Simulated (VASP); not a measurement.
## Au: single point with PBE

Au:

```
CELL_PARAMETERS angstrom
0.00000 2.02205 2.02205
2.02205 0.00000 2.02205
2.02205 2.02205 0.00000
ATOMIC_POSITIONS crystal
Au 0.00000 0.00000 0.00000
```

```
Program                : VASP 6.6.1
Task                   : single point
Functional             : PBE
Potentials or basis    : VASP PAW PBE potentials, release 64 (Au)
Cutoff                 : 520 eV
k mesh                 : 18 × 18 × 18
Occupations            : gaussian, width 0.1 eV
Spin                   : no spin polarisation
Dipole correction      : no
Further INCAR settings : ALGO = Normal; EDIFF = 1e-06; NBANDS = 12
```

| Quantity | Value |
| --- | --- |
| Pressure | 14.6 GPa |

Levels at points of the mesh, in eV from the Fermi level:
| k point | band 3 | band 4 | band 5 | band 6 | band 7 | band 8 | band 9 | band 10 |
| --- | --- | --- | --- | --- | --- | --- | --- | --- |
| (0.00, 0.00, 0.00) | -4.85 | -4.85 | -3.25 | -3.25 | 14.48 | 18.66 | 18.66 | 18.66 |
| (0.50, 0.00, 0.00) | -4.89 | -1.99 | -1.99 | -1.10 | 3.24 | 13.94 | 17.36 | 17.36 |
| (0.50, 0.50, 0.00) | -2.03 | -1.65 | -1.65 | 0.94 | 6.03 | 10.10 | 10.10 | 17.55 |

Wall time 12 s on 1 thread of Intel(R) Xeon(R) 6975P-C (Granite Rapids) (shared host), peak memory 0.16 GiB.

Caveat: spin-orbit coupling is left out, which moves the levels of the heavy elements.
